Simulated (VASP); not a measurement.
# Al2Cu (C2/m) in VASP: single point with PBE

Aim: the single point of Al2Cu with PBE.

Everything below comes from runs of VASP 6.6.1. Logs are shortened: lines on timing, memory, paths and dates and some standing lists are left out, and cuts for length are marked.

### 1 The cell of the first run

It takes space group C2/m (No. 12, monoclinic). The conventional cell has a = 4.034 Å, b = 3.890 Å, c = 5.868 Å, α = 90.00°, β = 99.87°, γ = 90.00°. Al (site symmetry m) has 4 Cu at 2.55 to 2.74 Å and 7 Al at 2.67 to 3.15 Å within 3.4 Å. Cu (site symmetry 2/m) has 8 Al at 2.55 to 2.74 Å and 4 Cu at 2.80 Å within 3.4 Å.

### 2 Single point, PBE

INCAR reads:

```
SYSTEM = Al2Cu
PREC     = Accurate       ! precision mode
ENCUT    = 520            ! plane-wave cutoff, eV
EDIFF    = 1E-6           ! SCF threshold, eV
ISMEAR   = 0              ! smearing method
SIGMA    = 0.2            ! smearing width, eV
LREAL    = .False.        ! projectors in reciprocal space
LASPH    = .True.         ! aspherical terms in the spheres
NELM     = 60             ! most SCF steps
ALGO     = Normal         ! electronic algorithm
ISIF     = 2              ! what is computed and relaxed
LWAVE    = .False.        ! write WAVECAR
LCHARG   = .True.         ! write CHGCAR
GGA      = PE             ! functional
LELF     = .True.         ! ELF
LVHAR    = .True.       
NBANDS   = 16             ! bands
```

KPOINTS reads:

```
regular mesh
0
Gamma
  7 7 4
  0 0 0
```

POSCAR reads:

```
Al2Cu
1.0
    2.0143719560     -1.9451472240     -0.1050451503
    2.0143719560      1.9451472240     -0.1050451503
   -0.7031888083      0.0000000000      5.8254003651
Al Cu
2 1
Direct
    0.1038045110      0.1038045110      0.2960534702
    0.8961954890      0.8961954890      0.7039465298
    0.5000000000      0.5000000000      0.0000000000
```

Potentials or basis: VASP PAW PBE potentials, release 64 (Al, Cu).

On the command line:

```bash
$ cat potpaw_PBE.64/Al/POTCAR potpaw_PBE.64/Cu/POTCAR > POTCAR
$ mpirun -np 1 vasp_std > vasp.out
```

OUTCAR:

```text
SYSTEM = Al2Cu
   PREC = Accurate
   ENCUT = 520
   EDIFF = 1E-6
   ISMEAR = 0
   LREAL = .False.
   LASPH = .True.
   NELM = 60
   ISIF = 2
   GGA = PE

 ion  position               nearest neighbor table
   1  0.104  0.104  0.296-   3 2.55   3 2.59   3 2.59   2 2.67   3 2.74   2 3.15   2 3.15
   2  0.896  0.896  0.704-   3 2.55   3 2.59   3 2.59   1 2.67   3 2.74   1 3.15   1 3.15
   3  0.500  0.500  0.000-   1 2.55   2 2.55   1 2.59   1 2.59   2 2.59   2 2.59   1 2.74   2 2.74

  LATTYP: Found a base centered monoclinic cell.
 ALAT       =     4.0342180708
 B/A-ratio  =     0.9643242829
 C/A-ratio  =     1.4544796589
 COS(beta)  =    -0.1713800143

  Lattice vectors:

 A1 = (   2.0143719560,  -1.9451472240,  -0.1050451503)
 A2 = (   2.0143719560,   1.9451472240,  -0.1050451503)
 A3 = (  -0.7031888083,   0.0000000000,   5.8254003651)

Analysis of symmetry for initial positions (statically):
=====================================================================
 Subroutine PRICEL returns:
 Original cell was already a primitive cell.

 Routine SETGRP: Setting up the symmetry group for a
 base centered monoclinic supercell.

 Subroutine GETGRP returns: Found  4 space group operations
 (whereof  4 operations were pure point group operations)
 out of a pool of  4 trial point group operations.

The static configuration has the point symmetry C_2h.

Analysis of symmetry for dynamics (positions and initial velocities):
=====================================================================
 Subroutine PRICEL returns:
 Original cell was already a primitive cell.

 Routine SETGRP: Setting up the symmetry group for a
 base centered monoclinic supercell.

 Subroutine GETGRP returns: Found  4 space group operations
 (whereof  4 operations were pure point group operations)
 out of a pool of  4 trial point group operations.

The dynamic configuration has the point symmetry C_2h.

 Subroutine INISYM returns: Found  4 space group operations
 (whereof  4 operations are pure point group operations),
 and found     1 'primitive' translations

----------------------------------------------------------------------------------------

                                     Primitive cell

  volume of cell :      45.3634

  direct lattice vectors                    reciprocal lattice vectors
     2.014371956 -1.945147224 -0.105045150     0.249788695 -0.257049952  0.030152196
     2.014371956  1.945147224 -0.105045150     0.249788695  0.257049952  0.030152196
    -0.703188808  0.000000000  5.825400365     0.009008511  0.000000000  0.172749446

  length of vectors
     2.802200311  2.802200311  5.867688123     0.359691847  0.359691847  0.172984173

  position of ions in fractional coordinates (direct lattice)
     0.103804511  0.103804511  0.296053470
     0.896195489  0.896195489  0.703946530
     0.500000000  0.500000000  0.000000000

  ion indices of the primitive-cell ions
   primitive index   ion index
                 1           1
                 2           2
                 3           3

----------------------------------------------------------------------------------------

 KPOINTS: regular mesh

Automatic generation of k-mesh.
 Grid dimensions read from file:
 generate k-points for:    7    7    4

 Generating k-lattice:

  Cartesian coordinates                     Fractional coordinates (reciprocal lattice)
     0.035684099 -0.036721422  0.004307457     0.142857143  0.000000000 -0.000000000
     0.035684099  0.036721422  0.004307457     0.000000000  0.142857143 -0.000000000
     0.002252128  0.000000000  0.043187361     0.000000000  0.000000000  0.250000000

  Length of vectors
     0.051384550  0.051384550  0.043246043

  Shift w.r.t. Gamma in fractional coordinates (k-lattice)
     0.000000000  0.000000000  0.000000000

 Subroutine IBZKPT returns following result:
 ===========================================

 Found     60 irreducible k-points:

 Following reciprocal coordinates:
            Coordinates               Weight
  0.000000  0.000000  0.000000      1.000000
  0.142857  0.000000 -0.000000      4.000000
  0.285714  0.000000 -0.000000      4.000000
  0.428571  0.000000 -0.000000      4.000000
  0.142857  0.142857 -0.000000      2.000000
  0.285714  0.142857  0.000000      4.000000
[... 16 lines left out ...]
 -0.142857 -0.000000  0.250000      4.000000
  0.142857  0.142857  0.250000      2.000000
 [... further k-points ...]
   k-points           NKPTS =     60   k-points in BZ     NKDIM =     60   number of bands    NBANDS=     16
   number of dos      NEDOS =    301   number of ions     NIONS =      3
   total plane-waves  NPLWV =  27648
   dimension x,y,z NGX =    24 NGY =   24 NGZ =   48
   dimension x,y,z NGXF=    48 NGYF=   48 NGZF=   96
   ions per type =               2   1
   NGX,Y,Z   is equivalent  to a cutoff of  14.24, 14.24, 13.60 a.u.
   NGXF,Y,Z  is equivalent  to a cutoff of  28.48, 28.48, 27.20 a.u.
 SYSTEM =  Al2Cu
   PREC   = accura    normal or accurate (medium, high low for compatibility)
   ISTART =      0    job   : 0-new  1-cont  2-samecut
   ICHARG =      2    charge: 1-file 2-atom 10-const
   ISPIN  =      1    spin polarized calculation?
   LNONCOLLINEAR =      F non collinear calculations
   LSORBIT =      F    spin-orbit coupling
   LASPH  =      T    aspherical Exc in radial PAW
   ENCUT  =  520.0 eV  38.22 Ry    6.18 a.u.   5.21  5.21 10.91*2*pi/ulx,y,z
   NELM   =     60;   NELMIN=  2; NELMDL= -5     # of ELM steps
   EDIFF  = 0.1E-05   stopping-criterion for ELM
   LREAL  =      F    real-space projection
   EDIFFG = 0.1E-04   stopping-criterion for IOM
   NSW    =      0    number of steps for IOM
   IBRION =     -1    ionic relax: 0-MD 1-quasi-New 2-CG
   NFREE  =      0    steps in history (QN), initial steepest desc. (CG)
   ISIF   =      2    stress and relaxation
   ISYM   =      2    0-nonsym 1-usesym 2-fastsym
   POTIM  = 0.5000    time-step for ionic-motion
   TEBEG  =    0.0;   TEEND  =   0.0 temperature during run
   PSTRESS=    0.0 pullay stress
   NELECT =      17.0000    total number of electrons
   NUPDOWN=      -1.0000    fix difference up-down
   EMIN   =  10.00;   EMAX   =-10.00  energy-range for DOS
   EFERMI =   0.00;   METHOD = LEGACY
   ISMEAR =     0;   SIGMA  =   0.20  broadening in eV -4-tet -1-fermi 0-gaus
   EFERMI_NEDOS =   21; number of points for ismear=-14 and -15
   IALGO  =     38    algorithm
   IMIX   =      4    mixing-type and parameters
     AMIX     =   0.40;   BMIX     =  1.00
     AMIX_MAG =   1.60;   BMIX_MAG =  1.00
  volume/ion in A,a.u.               =      15.12       102.04
  Fermi-wavevector in a.u.,A,eV,Ry     =   1.180292  2.230428 18.954116  1.393088
  Thomas-Fermi vector in A             =   2.316587
   LORBIT       =      0    0 simple, 1 ext, 2 COOP (PROOUT), +10 PAW based schemes
   GGA     = PE    functional components
   LHFCALC =     F    Hartree Fock is set to
   AEXX    =    0.0000 exact exchange contribution
   IVDW    =     0    specifies the selected vdW correction
   LEPSILON=     F    determine dielectric tensor
   LRPA    =     F    only Hartree local field effects (RPA)
 non-spin polarized calculation
 Gauss-broadening in eV      SIGMA  =   0.20
  energy-cutoff  :      520.00
  volume of cell :       45.36
 maximum number of plane-waves:      1236
 NGX is ok and might be reduce to    24
   NGX = 11   NGY = 11   NGZ = 21

 number of electron      17.0000007 magnetization

 Free energy of the ion-electron system (eV)
  ---------------------------------------------------
  ext. energy  EPLUGINS =         0.00000000
  ---------------------------------------------------
  free energy    TOTEN  =       -11.46894623 eV

  energy without entropy =      -11.45318694  energy(sigma->0) =      -11.46106658

 E-fermi :   7.7945     XC(G=0): -10.7885

 val. band max:        7.7765499818   @ k =   0.2857   0.1429   0.0000
 cond. band min:       7.8561321675   @ k =   0.2857   0.1429   0.2500
 fundamental gap:      0.0795821857
 Fermi energy:         7.7944586778

 k-point     1 :       0.0000    0.0000    0.0000
  band No.  band energies     occupation
      1      -2.8757      2.00000
      2       1.1640      2.00000
      3       1.5989      2.00000
      4       3.4714      2.00000
      5       4.2616      2.00000
      6       4.2816      2.00000
[... 8 lines left out ...]
     15      17.0944      0.00000
     16      17.8567      0.00000

 k-point     2 :       0.1429    0.0000   -0.0000
  band No.  band energies     occupation
      1      -2.4806      2.00000
      2       1.3316      2.00000
      3       2.0579      2.00000
      4       3.5392      2.00000
      5       4.2375      2.00000
      6       4.3107      2.00000
[... 8 lines left out ...]
     15      17.5200      0.00000
     16      18.3021      0.00000

 k-point     3 :       0.2857    0.0000   -0.0000
  band No.  band energies     occupation
      1      -1.3137      2.00000
      2       1.9291      2.00000
      3       2.9911      2.00000
      4       3.6651      2.00000
      5       4.2041      2.00000
      6       4.3535      2.00000
[... 8 lines left out ...]
     15      18.0968      0.00000
     16      19.3204      0.00000

 k-point     4 :       0.4286    0.0000   -0.0000
  band No.  band energies     occupation
      1       0.5497      2.00000
      2       2.5070      2.00000
      3       2.7813      2.00000
      4       3.6470      2.00000
      5       4.2555      2.00000
      6       4.4132      2.00000
[... 8 lines left out ...]
     15      19.1855      0.00000
     16      19.6557      0.00000
[... 324 lines left out ...]
 k-point    22 :      -0.2857    0.0000    0.2500
  band No.  band energies     occupation
      1      -1.1949      2.00000
      2       1.3482      2.00000
      3       3.2726      2.00000
      4       3.6840      2.00000
      5       4.1173      2.00000
      6       4.3515      2.00000
[... 8 lines left out ...]
     15      18.1421      0.00000
     16      19.2717      0.00000

 k-point    23 :      -0.1429   -0.0000    0.2500
  band No.  band energies     occupation
      1      -2.2813      2.00000
      2       0.1705      2.00000
      3       3.0342      2.00000
      4       3.5419      2.00000
      5       4.1690      2.00000
      6       4.3358      2.00000
[... 8 lines left out ...]
     15      18.6325      0.00000
     16      19.4267      0.00000

 k-point    24 :       0.1429    0.1429    0.2500
  band No.  band energies     occupation
      1      -1.6787      2.00000
      2      -0.1352      2.00000
      3       3.4921      2.00000
      4       3.6315      2.00000
      5       4.1278      2.00000
      6       4.1289      2.00000
[... 8 lines left out ...]
     15      17.0464      0.00000
     16      20.8997      0.00000

 [... further k-points ...]
[... 5 lines left out ...]
  --------------------------------------------------------------------------------------
  -------------------------------------------------------------------------------------
  Total       -0.1007944     -0.0014858      0.0951853      0.0000000      0.0000000      0.0085850
  in kB       -3.5599310     -0.0524773      3.3618252      0.0000000      0.0000000      0.3032115
  external PRESSURE =      -0.0835277 kB  Pullay stress =       0.0000000 kB

 VOLUME and BASIS-vectors are now :
 -----------------------------------------------------------------------------
  energy-cutoff  :      520.00
  volume of cell :       45.36
      direct lattice vectors                 reciprocal lattice vectors
     2.014371956 -1.945147224 -0.105045150     0.249788695 -0.257049952  0.030152196
     2.014371956  1.945147224 -0.105045150     0.249788695  0.257049952  0.030152196
    -0.703188808  0.000000000  5.825400365     0.009008511  0.000000000  0.172749446

 POSITION                                       TOTAL-FORCE (eV/Angst)
 -----------------------------------------------------------------------------------
      0.21002      0.00000      1.70282        -0.032103     -0.000000      0.017778
      3.11553      0.00000      3.91249         0.032103     -0.000000     -0.017778
      2.01437      0.00000     -0.10505        -0.000000      0.000000     -0.000000
 -----------------------------------------------------------------------------------
    total drift:                               -0.000000     -0.000000     -0.000000

  FREE ENERGIE OF THE ION-ELECTRON SYSTEM (eV)
  ---------------------------------------------------
  free  energy   TOTEN  =       -11.4689462271 eV

  energy  without entropy=      -11.4531869352  energy(sigma->0) =      -11.46106658
```

Wall time 38 s (1 thread of Intel Xeon Platinum 8259CL at 2.50GHz (Skylake/Cascade Lake), shared host); peak memory 0.19 GiB.

Results:

```yaml
Free_energy: -11.4689 eV
Pressure: 0.0 GPa
Largest_force: 0.037 eV/Å
```

Forces in eV/Å, atoms in the order of the input:
```
Al  -0.032  0.000  0.018
Al   0.032  0.000 -0.018
Cu   0.000  0.000  0.000
```

Stress tensor (GPa, compression positive):
```
-0.36  0.00  0.03
 0.00 -0.01  0.00
 0.03  0.00  0.34
```

Levels at points of the mesh, in eV from the Fermi level:
| k point | band 5 | band 6 | band 7 | band 8 | band 9 | band 10 | band 11 | band 12 |
| --- | --- | --- | --- | --- | --- | --- | --- | --- |
| (0.00, 0.00, 0.00) | -3.53 | -3.51 | -3.41 | -3.11 | 6.09 | 6.91 | 7.36 | 7.62 |
| (0.00, 0.00, 0.50) | -3.51 | -3.45 | -3.11 | -1.48 | 0.98 | 7.15 | 7.42 | 7.43 |
